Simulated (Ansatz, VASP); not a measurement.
# CoSi2: VASP beside Ansatz

```
Co Si
1.0
     0.00000    2.78907    2.52344
     2.78907    0.00000    2.52344
     2.78907    2.78907    0.00000
Co Si
1 2
Direct
  0.00000 0.00000 0.00000
  0.25000 0.25000 0.25000
  0.75000 0.75000 0.75000
```

Change from the starting cell: strain +0.050 along x and y, -0.050 along z, atoms carried along.

Alike in both runs: task single point; functional PBEsol; k mesh 16 × 16 × 16; occupations gaussian, width 0.15 eV; no spin polarisation.

|  | VASP | Ansatz |
| --- | --- | --- |
| version | VASP 6.6.1 | Ansatz 0.2.0 |
| potentials or method | VASP PAW PBE potentials, release 64 (Co, Si), cutoff 520 eV | scalar-relativistic, plane waves, PAW |
| valence electrons in the cell | 17 | 25 |

VASP gave:

```
gap on the k mesh at the Fermi level (eV)                     : none
pressure (GPa)                                                : -7.3
traceless stress, the component that is largest in VASP (GPa) : 7.85
```

Problem. Which values does Ansatz return?

Solution. gap on the k mesh at the Fermi level (eV): none; pressure (GPa): -7.4; traceless stress, the component that is largest in VASP (GPa): 7.83.

VASP's potentials were made for PBE, not for PBEsol. A gap of «none» marks a metal or a gap that the smearing closes. VASP's potentials hold 17 valence electrons a cell and Ansatz's 25, so a difference there can come from the potentials and not from the codes.
